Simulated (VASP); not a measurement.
# TaAl2N3 (Cc) in VASP: a series of runs

The runs below take TaAl2N3 through single point, relaxation of cell and atoms, with PBE.

All numbers are computed with VASP 6.6.1; they aren't measurements. Logs are shortened: lines on timing, memory, paths and dates and some standing lists are left out, and cuts for length are marked.

## 1. The cell of the first run

Symmetry: Cc, No. 9, monoclinic system. Conventional cell: a = 9.174 Å, b = 5.126 Å, c = 5.361 Å, α = 90.00°, β = 90.99°, γ = 90.00°. Ta (site symmetry 1) has 3 N at 2.02 to 2.06 Å and 2 Ta at 2.68 Å within 2.7 Å. Al (site symmetry 1) has 6 N at 2.00 to 2.38 Å and 2 Al at 2.68 Å within 2.7 Å. Within 2.6 Å of Al (site symmetry 1) lie 6 N at 2.00 to 2.29 Å. Within 2.7 Å of N (site symmetry 1) lie 4 Al at 2.01 to 2.12 Å and 1 Ta at 2.03 Å. N (site symmetry 1) has 4 Al at 2.00 to 2.12 Å and 1 Ta at 2.06 Å within 2.7 Å. Within 2.6 Å of N (site symmetry 1) lie 4 Al at 2.00 to 2.38 Å and 1 Ta at 2.02 Å.

## 2. Single point, PBE

Input file INCAR:

```
ALGO = Normal ; EDIFF = 1E-6
ENCUT = 520 ; GGA = PE
ISIF = 2 ; ISMEAR = 0
LASPH = T ; LCHARG = T
LELF = T ; LREAL = F
LVHAR = T ; LWAVE = F
NBANDS = 44 ; NELM = 100
PREC = Accurate ; SIGMA = 0.1
```

Input file KPOINTS:

```
k-points
0
Gamma
  4 4 4
```

Input file POSCAR:

```
TaAl2N3
1.0
    4.5867958321     -2.5631935639      0.0000000000
    4.5867958321      2.5631935639      0.0000000000
   -0.0923209865      0.0000000000      5.3601461949
Ta Al N
2 4 6
Direct
    0.9881446614      0.0177012822      0.0097588980
    0.0177012822      0.9881446614      0.5097588980
    0.3308759061      0.3316620220      0.7575477814
    0.3316620220      0.3308759061      0.2575477814
    0.6713609673      0.6738248505      0.7518729523
    0.6738248505      0.6713609673      0.2518729523
    0.9980483966      0.3983450007      0.0138833678
    0.0082569080      0.6008327425      0.5165880348
    0.6008327425      0.0082569080      0.0165880348
    0.3983450007      0.9980483966      0.5138833678
    0.3807639241      0.6296959808      0.9544750850
    0.6296959808      0.3807639241      0.4544750850
```

Potentials or basis: VASP PAW PBE potentials, release 64 (Ta_pv, Al, N).

The run is started by

```console
$ cat potpaw_PBE.64/Ta_pv/POTCAR potpaw_PBE.64/Al/POTCAR potpaw_PBE.64/N/POTCAR > POTCAR
$ mpirun -np 1 vasp_std > vasp.out
```

OUTCAR:

```text
EDIFF = 1E-6
   ENCUT = 520
   GGA = PE
   ISIF = 2
   ISMEAR = 0
   LASPH = T
   LREAL = F
   NELM = 100
   PREC = Accurate

 ion  position               nearest neighbor table
   1  0.988  0.018  0.010-  11 2.02   7 2.03   9 2.06   2 2.68   2 2.68   6 3.19   3 3.23   4 3.24
                             5 3.26   4 3.27   5 3.31   6 3.32   6 3.32   3 3.32   3 3.34   4 3.36
   2  0.018  0.988  0.510-  12 2.02  10 2.03   8 2.06   1 2.68   1 2.68   5 3.19   4 3.23   3 3.24
                             6 3.26   3 3.27   6 3.31   5 3.32   5 3.32   4 3.32   4 3.34   3 3.36
   3  0.331  0.332  0.758-  11 2.00   8 2.00  10 2.05   9 2.08   7 2.12  12 2.38   4 2.68   4 2.68
                             5 2.94   5 2.95   5 3.13   1 3.23   2 3.24   2 3.27   1 3.32   1 3.34
   4  0.332  0.331  0.258-  12 2.00   9 2.00   7 2.05   8 2.08  10 2.12  11 2.38   3 2.68   3 2.68
                             6 2.94   6 2.95   6 3.13   2 3.23   1 3.24   1 3.27   2 3.32   2 3.34
   5  0.671  0.674  0.752-  11 2.00  10 2.01   8 2.05   7 2.10   9 2.12  12 2.29   6 2.68   6 2.68
                             3 2.94   3 2.95   3 3.13   2 3.19   1 3.26   1 3.31   2 3.32   2 3.32
   6  0.674  0.671  0.252-  12 2.00   7 2.01   9 2.05  10 2.10   8 2.12  11 2.29   5 2.68   5 2.68
                             4 2.94   4 2.95   4 3.13   1 3.19   2 3.26   2 3.31   1 3.32   1 3.32
   7  0.998  0.398  0.014-   6 2.01   1 2.03   4 2.05   5 2.10   3 2.12
   8  0.008  0.601  0.517-   3 2.00   5 2.05   2 2.06   4 2.08   6 2.12
   9  0.601  0.008  0.017-   4 2.00   6 2.05   1 2.06   3 2.08   5 2.12
  10  0.398  0.998  0.514-   5 2.01   2 2.03   3 2.05   6 2.10   4 2.12
  11  0.381  0.630  0.954-   5 2.00   3 2.00   1 2.02   6 2.29   4 2.38
  12  0.630  0.381  0.454-   6 2.00   4 2.00   2 2.02   5 2.29   3 2.38

  LATTYP: Found a base centered monoclinic cell.
 ALAT       =     9.1735916642
 B/A-ratio  =     0.5588200691
 C/A-ratio  =     0.5843884688
 COS(beta)  =    -0.0172210407

  Lattice vectors:

 A1 = (   4.5867958321,  -2.5631935639,   0.0000000000)
 A2 = (   4.5867958321,   2.5631935639,   0.0000000000)
 A3 = (  -0.0923209865,   0.0000000000,   5.3601461949)

Analysis of symmetry for initial positions (statically):
=====================================================================
 Subroutine PRICEL returns:
 Original cell was already a primitive cell.

 Routine SETGRP: Setting up the symmetry group for a
 base centered monoclinic supercell.

 Subroutine GETGRP returns: Found  2 space group operations
 (whereof  1 operations were pure point group operations)
 out of a pool of  4 trial point group operations.

The static configuration has the point symmetry C_1 .
 The point group associated with its full space group is C_1h.

Analysis of symmetry for dynamics (positions and initial velocities):
=====================================================================
 Subroutine PRICEL returns:
 Original cell was already a primitive cell.

 Routine SETGRP: Setting up the symmetry group for a
 base centered monoclinic supercell.

 Subroutine GETGRP returns: Found  2 space group operations
 (whereof  1 operations were pure point group operations)
 out of a pool of  4 trial point group operations.

The dynamic configuration has the point symmetry C_1 .
 The point group associated with its full space group is C_1h.

 Subroutine INISYM returns: Found  2 space group operations
 (whereof  1 operations are pure point group operations),
 and found     1 'primitive' translations

----------------------------------------------------------------------------------------

                                     Primitive cell

  volume of cell :     126.0368

  direct lattice vectors                    reciprocal lattice vectors
     4.586795832 -2.563193564  0.000000000     0.109008558 -0.195069154  0.001877519
     4.586795832  2.563193564  0.000000000     0.109008558  0.195069154  0.001877519
    -0.092320986  0.000000000  5.360146195     0.000000000  0.000000000  0.186562076

  length of vectors
     5.254394090  5.254394090  5.360941186     0.223468937  0.223468937  0.186562076

  position of ions in fractional coordinates (direct lattice)
     0.988144661  0.017701282  0.009758898
     0.017701282  0.988144661  0.509758898
     0.330875906  0.331662022  0.757547781
     0.331662022  0.330875906  0.257547781
     0.671360967  0.673824850  0.751872952
     0.673824850  0.671360967  0.251872952
     0.998048397  0.398345001  0.013883368
     0.008256908  0.600832743  0.516588035
     0.600832743  0.008256908  0.016588035
     0.398345001  0.998048397  0.513883368
     0.380763924  0.629695981  0.954475085
     0.629695981  0.380763924  0.454475085

  ion indices of the primitive-cell ions
   primitive index   ion index
                 1           1
                 2           2
                 3           3
                 4           4
                 5           5
                 6           6
                 7           7
                 8           8
                 9           9
                10          10
                11          11
                12          12

----------------------------------------------------------------------------------------

 KPOINTS: k-points

Automatic generation of k-mesh.
 Grid dimensions read from file:
 generate k-points for:    4    4    4

 Generating k-lattice:

  Cartesian coordinates                     Fractional coordinates (reciprocal lattice)
     0.027252140 -0.048767288  0.000469380     0.250000000 -0.000000000  0.000000000
     0.027252140  0.048767288  0.000469380    -0.000000000  0.250000000  0.000000000
     0.000000000  0.000000000  0.046640519     0.000000000  0.000000000  0.250000000

  Length of vectors
     0.055867234  0.055867234  0.046640519

  Shift w.r.t. Gamma in fractional coordinates (k-lattice)
     0.000000000  0.000000000  0.000000000

 Subroutine IBZKPT returns following result:
 ===========================================

 Found     24 irreducible k-points:

 Following reciprocal coordinates:
            Coordinates               Weight
  0.000000  0.000000  0.000000      1.000000
  0.250000 -0.000000  0.000000      4.000000
  0.500000 -0.000000  0.000000      2.000000
  0.250000  0.250000  0.000000      2.000000
  0.500000  0.250000  0.000000      4.000000
 -0.250000  0.250000  0.000000      2.000000
[... 16 lines left out ...]
 -0.250000  0.250000  0.500000      2.000000
  0.500000  0.500000  0.500000      1.000000
   k-points           NKPTS =     24   k-points in BZ     NKDIM =     24   number of bands    NBANDS=     44
   number of dos      NEDOS =    301   number of ions     NIONS =     12
   total plane-waves  NPLWV =  64000
   dimension x,y,z NGX =    40 NGY =   40 NGZ =   40
   dimension x,y,z NGXF=    80 NGYF=   80 NGZF=   80
   ions per type =               2   4   6
   NGX,Y,Z   is equivalent  to a cutoff of  12.66, 12.66, 12.40 a.u.
   NGXF,Y,Z  is equivalent  to a cutoff of  25.31, 25.31, 24.81 a.u.
 SYSTEM =  unknown system
   PREC   = accura    normal or accurate (medium, high low for compatibility)
   ISTART =      0    job   : 0-new  1-cont  2-samecut
   ICHARG =      2    charge: 1-file 2-atom 10-const
   ISPIN  =      1    spin polarized calculation?
   LNONCOLLINEAR =      F non collinear calculations
   LSORBIT =      F    spin-orbit coupling
   LASPH  =      T    aspherical Exc in radial PAW
   ENCUT  =  520.0 eV  38.22 Ry    6.18 a.u.   9.77  9.77  9.97*2*pi/ulx,y,z
   NELM   =    100;   NELMIN=  2; NELMDL= -5     # of ELM steps
   EDIFF  = 0.1E-05   stopping-criterion for ELM
   LREAL  =      F    real-space projection
   EDIFFG = 0.1E-04   stopping-criterion for IOM
   NSW    =      0    number of steps for IOM
   IBRION =     -1    ionic relax: 0-MD 1-quasi-New 2-CG
   NFREE  =      0    steps in history (QN), initial steepest desc. (CG)
   ISIF   =      2    stress and relaxation
   ISYM   =      2    0-nonsym 1-usesym 2-fastsym
   POTIM  = 0.5000    time-step for ionic-motion
   TEBEG  =    0.0;   TEEND  =   0.0 temperature during run
   PSTRESS=    0.0 pullay stress
   NELECT =      64.0000    total number of electrons
   NUPDOWN=      -1.0000    fix difference up-down
   EMIN   =  10.00;   EMAX   =-10.00  energy-range for DOS
   EFERMI =   0.00;   METHOD = LEGACY
   ISMEAR =     0;   SIGMA  =   0.10  broadening in eV -4-tet -1-fermi 0-gaus
   EFERMI_NEDOS =   21; number of points for ismear=-14 and -15
   IALGO  =     38    algorithm
   IMIX   =      4    mixing-type and parameters
     AMIX     =   0.40;   BMIX     =  1.00
     AMIX_MAG =   1.60;   BMIX_MAG =  1.00
  volume/ion in A,a.u.               =      10.50        70.88
  Fermi-wavevector in a.u.,A,eV,Ry     =   1.306078  2.468129 23.209347  1.705839
  Thomas-Fermi vector in A             =   2.436904
   LORBIT       =      0    0 simple, 1 ext, 2 COOP (PROOUT), +10 PAW based schemes
   GGA     = PE    functional components
   LHFCALC =     F    Hartree Fock is set to
   AEXX    =    0.0000 exact exchange contribution
   IVDW    =     0    specifies the selected vdW correction
   LEPSILON=     F    determine dielectric tensor
   LRPA    =     F    only Hartree local field effects (RPA)
 non-spin polarized calculation
 Gauss-broadening in eV      SIGMA  =   0.10
  energy-cutoff  :      520.00
  volume of cell :      126.04
 maximum number of plane-waves:      3416
   NGX = 19   NGY = 19   NGZ = 19

 number of electron      64.0000000 magnetization

 Free energy of the ion-electron system (eV)
  ---------------------------------------------------
  ext. energy  EPLUGINS =         0.00000000
  ---------------------------------------------------
  free energy    TOTEN  =       -96.57536050 eV

  energy without entropy =      -96.55249974  energy(sigma->0) =      -96.56393012

 E-fermi :   8.8892     XC(G=0): -11.8910

 val. band max:        8.8761672641   @ k =   0.2500   0.2500   0.0000
 cond. band min:       8.8907197606   @ k =   0.0000   0.0000   0.5000
 fundamental gap:      0.0145524965
 Fermi energy:         8.8891925427

 k-point     1 :       0.0000    0.0000    0.0000
  band No.  band energies     occupation
      1     -26.7565      2.00000
      2     -26.5183      2.00000
      3     -26.3777      2.00000
      4     -26.3427      2.00000
      5     -26.1815      2.00000
      6     -25.3829      2.00000
[... 36 lines left out ...]
     43      14.3193      0.00000
     44      16.1183      0.00000

 k-point     2 :       0.2500   -0.0000    0.0000
  band No.  band energies     occupation
      1     -26.7565      2.00000
      2     -26.5201      2.00000
      3     -26.3788      2.00000
      4     -26.3436      2.00000
      5     -26.1821      2.00000
      6     -25.3829      2.00000
[... 36 lines left out ...]
     43      14.6222      0.00000
     44      15.3059      0.00000

 k-point     3 :       0.5000   -0.0000    0.0000
  band No.  band energies     occupation
      1     -26.7565      2.00000
      2     -26.5219      2.00000
      3     -26.3800      2.00000
      4     -26.3445      2.00000
      5     -26.1826      2.00000
      6     -25.3829      2.00000
[... 976 lines left out ...]
     43      14.0975      0.00000
     44      14.0975      0.00000

 k-point    24 :       0.5000    0.5000    0.5000
  band No.  band energies     occupation
      1     -26.4672      2.00000
      2     -26.4672      2.00000
      3     -26.2679      2.00000
      4     -26.2679      2.00000
      5     -26.0792      2.00000
      6     -26.0792      2.00000
[... 36 lines left out ...]
     43      14.0677      0.00000
     44      14.0677      0.00000

------------------------ aborting loop because EDIFF is reached ----------------------------------------

  FORCE on cell =-STRESS in cart. coord.  units (eV):
  Direction    XX          YY          ZZ          XY          YZ          ZX
  --------------------------------------------------------------------------------------
  -------------------------------------------------------------------------------------
  Total        1.2578025     -0.4585213     -0.0594435      0.0000000      0.0000000      0.1316874
  in kB       15.9891581     -5.8287130     -0.7556445      0.0000000      0.0000000      1.6740068
  external PRESSURE =       3.1349335 kB  Pullay stress =       0.0000000 kB

 VOLUME and BASIS-vectors are now :
 -----------------------------------------------------------------------------
  energy-cutoff  :      520.00
  volume of cell :      126.04
      direct lattice vectors                 reciprocal lattice vectors
     4.586795832 -2.563193564  0.000000000     0.109008558 -0.195069154  0.001877519
     4.586795832  2.563193564  0.000000000     0.109008558  0.195069154  0.001877519
    -0.092320986  0.000000000  5.360146195     0.000000000  0.000000000  0.186562076

 POSITION                                       TOTAL-FORCE (eV/Angst)
 -----------------------------------------------------------------------------------
      4.61271     -2.48743      0.05231        -0.293245     -0.160873      0.191057
      4.56655      2.48743      2.73238        -0.293245      0.160873      0.191057
      2.96899      0.00201      4.06057        -0.368885      0.096253      0.221418
      3.01515     -0.00201      1.38049        -0.368885     -0.096253      0.221418
      6.10068      0.00632      4.03015         0.324054      0.004473      0.146103
      6.14684     -0.00632      1.35008         0.324054     -0.004473      0.146103
      6.40369     -1.53716      0.07442         0.240379      0.255203     -0.125685
      2.74608      1.51889      2.76899         0.297369      0.082789     -0.170987
      2.79224     -1.51889      0.08891         0.297369     -0.082789     -0.170987
      6.35753      1.53716      2.75449         0.240379     -0.255203     -0.125685
      4.54666      0.63806      5.11613        -0.199672      0.154595     -0.261906
      4.59282     -0.63806      2.43605        -0.199672     -0.154595     -0.261906
 -----------------------------------------------------------------------------------
    total drift:                                0.000406      0.000000      0.000314

  FREE ENERGIE OF THE ION-ELECTRON SYSTEM (eV)
  ---------------------------------------------------
  free  energy   TOTEN  =       -96.5753605045 eV

  energy  without entropy=      -96.5524997366  energy(sigma->0) =      -96.56393012
```

Wall time 94 s (1 thread of Intel Xeon 6975P-C, shared host); peak memory 0.31 GiB.

Results:

```yaml
Free_energy: -96.5754 eV
Pressure: 0.3 GPa
Largest_force: 0.441 eV/Å
Band_gap_on_the_k_mesh: zero (band 32 reaches 9.30 eV, above the bottom of band 33 at 8.72 eV)
```

Forces on the atoms (eV/Å):
```
Ta  -0.293 -0.161  0.191
Ta  -0.293  0.161  0.191
Al  -0.369  0.096  0.221
Al  -0.369 -0.096  0.221
Al   0.324  0.004  0.146
Al   0.324 -0.004  0.146
N    0.240  0.255 -0.126
N    0.297  0.083 -0.171
N    0.297 -0.083 -0.171
N    0.240 -0.255 -0.126
N   -0.200  0.155 -0.262
N   -0.200 -0.155 -0.262
```

Caveat: spin-orbit coupling is left out, which moves the levels of the heavy elements.

## 3. Single point, PBE

This run uses another cell than the first one, of 12.04 Å³/atom, 1.146 times its volume.

Input file INCAR:

```
SYSTEM = TaAl2N3
ALGO     = Normal         ! electronic algorithm
EDIFF    = 1E-7           ! SCF threshold, eV
ENCUT    = 520            ! plane-wave cutoff, eV
GGA      = PE             ! functional
ISIF     = 2              ! what is computed and relaxed
ISMEAR   = 0              ! smearing method
LASPH    = .TRUE.         ! aspherical terms in the spheres
LCHARG   = .FALSE.        ! write CHGCAR
LREAL    = .FALSE.        ! projectors in reciprocal space
LWAVE    = .FALSE.        ! write WAVECAR
NBANDS   = 44             ! bands
NELM     = 60             ! most SCF steps
PREC     = Accurate       ! precision mode
SIGMA    = 0.1            ! smearing width, eV
```

Input file KPOINTS:

```
k-points
0
G
  4 4 4
  0 0 0
```

Input file POSCAR:

```
TaAl2N3
1.0
    4.8748699375     -2.7797776644      0.0432151904
    4.8748699375      2.7797776644      0.0432151904
   -0.0476177862      0.0000000000      5.3291495223
Ta Al N
2 4 6
Direct
    0.8878038633      0.1173928713     -0.0356281511
    0.1173928713      0.8878038633      0.4643718489
    0.1860849163      0.4660615360      0.8402112636
    0.4660615360      0.1860849163      0.3402112636
    0.5385639645      0.8189215831      0.8404324232
    0.8189215831      0.5385639645      0.3404324232
    0.8556158954      0.5098168633     -0.0184916250
    0.1491872233      0.4953481391      0.4814347828
    0.4953481391      0.1491872233     -0.0185652172
    0.5098168633      0.8556158954      0.4815083750
    0.2326534613      0.7720623253      0.8961674258
    0.7720623253      0.2326534613      0.3961674258
```

Potentials or basis: VASP PAW PBE potentials, release 64 (Ta_pv, Al, N).

The run is started by

```console
$ cat potpaw_PBE.64/Ta_pv/POTCAR potpaw_PBE.64/Al/POTCAR potpaw_PBE.64/N/POTCAR > POTCAR
$ mpirun -np 1 vasp_std > vasp.out
```

Wall time 2.6 min (1 thread of Intel Xeon 6975P-C, shared host); peak memory 0.32 GiB.

The run converged. Its results:

* Free energy: -99.4779 eV
* Pressure: 0.1 GPa
* Largest force: 0.086 eV/Å
* Band gap on the k mesh: zero (band 32 reaches 7.77 eV, above the bottom of band 33 at 6.90 eV)

Forces on the atoms (eV/Å):
```
Ta  -0.006  0.045 -0.014
Ta  -0.006 -0.045 -0.014
Al   0.004  0.013 -0.001
Al   0.004 -0.013 -0.001
Al  -0.004  0.006 -0.009
Al  -0.004 -0.006 -0.009
N    0.036  0.008  0.009
N   -0.034 -0.015  0.006
N   -0.034  0.015  0.006
N    0.036 -0.008  0.009
N    0.004 -0.086  0.008
N    0.004  0.086  0.008
```

Stress tensor (GPa, compression positive):
```
-0.01  0.00  0.00
 0.00  0.26  0.00
 0.00  0.00 -0.06
```

Levels at points of the mesh, in eV from the Fermi level:
```
           k point  band 30  band 31  band 32  band 33  band 34  band 35
(0.00, 0.00, 0.00)    -3.19    -1.69    -1.61    -0.57     1.00     1.06
(0.50, 0.00, 0.00)    -3.25    -1.43    -0.51    -0.15     0.82     1.19
(0.50, 0.50, 0.00)    -3.27    -1.44    -0.49     0.01     0.91     1.47
(0.00, 0.00, 0.50)    -4.14     0.08     0.08     0.55     0.55     1.79
(0.50, 0.00, 0.50)    -3.35    -0.09    -0.09     0.51     0.51     1.49
(0.50, 0.50, 0.50)    -3.74     0.29     0.29     0.71     0.71     1.59
```

Caveat: spin-orbit coupling is left out, which moves the levels of the heavy elements.

(Continued in part 2 of 2.)
